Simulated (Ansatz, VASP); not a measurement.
# One calculation of TaN, two programs

```
Ta N
1.0
     5.19600    0.00000    0.00000
    -2.59800    4.49987    0.00000
     0.00000    0.00000    2.91100
Ta N
3 3
Direct
  0.33333 0.66667 0.50000
  0.66667 0.33333 0.50000
  0.00000 0.00000 0.00000
  0.39285 0.00000 0.00000
  0.00000 0.39285 0.00000
  0.60715 0.60715 0.00000
```

Alike in both runs: task single point; functional PBEsol; k mesh 6 × 6 × 9; no spin polarisation.

|  | VASP | Ansatz |
| --- | --- | --- |
| version | VASP 6.6.1 | Ansatz 0.2.0 |
| potentials or method | VASP PAW PBE potentials, release 64 (Ta_pv, N) | plane waves, PAW |
| plane-wave cutoff (eV) | 520 | 420 |
| occupations | gaussian, width 0.1 eV | gaussian |
| valence electrons in the cell | 48 | 54 |

Ansatz gave:

- pressure (GPa): -3.8
- traceless stress, the component that is largest in VASP (GPa): -1.09
- rms of the force components (eV/Å): 0.007

Task: Estimate VASP's values.

Result: Pressure (GPa): -3.0; traceless stress, the component that is largest in VASP (GPa): -1.19; rms of the force components (eV/Å): 0.011.

VASP's potentials were made for PBE, not for PBEsol. Atom by atom the forces differ by 0.004 eV/Å (rms over components). VASP's potentials hold 48 valence electrons a cell and Ansatz's 54, so a difference there can come from the potentials and not from the codes.

Spin-orbit coupling is off throughout.
